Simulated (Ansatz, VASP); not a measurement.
# One calculation of Be2ZnSe3, two programs

```
Be Zn Se
1.0
     4.29275    0.00000    0.00000
    -2.14637    3.71763    0.00000
     0.00000    0.00000    5.37875
Be Zn Se
2 1 3
Cartesian
  0.0000 0.0000 1.1683
  0.0000 0.0000 4.2105
  0.0000 0.0000 2.6894
  2.1464 0.0000 0.0000
  -1.0732 1.8588 0.0000
  1.0732 1.8588 0.0000
```

Alike in both runs: task single point; functional PBE; k mesh 6 × 6 × 4; occupations gaussian, width 0.1 eV; no spin polarisation.

|  | VASP | Ansatz |
| --- | --- | --- |
| version | VASP 6.6.1 | Ansatz 0.2.0 |
| potentials or method | VASP PAW PBE potentials, release 64 (Be, Zn, Se), cutoff 520 eV | scalar-relativistic, plane waves, PAW |
| valence electrons in the cell | 34 | 64 |

|  | VASP | Ansatz | Ansatz less VASP |
| --- | --- | --- | --- |
| gap on the k mesh at the Fermi level (eV) | none | none | - |
| rms of the force components (eV/Å) | 5.043 | 4.932 | -0.1113 |

Atom by atom the forces differ by 0.111 eV/Å (rms over components). A gap of «none» marks a metal or a gap that the smearing closes. VASP's potentials hold 34 valence electrons a cell and Ansatz's 64, so a difference there can come from the potentials and not from the codes.
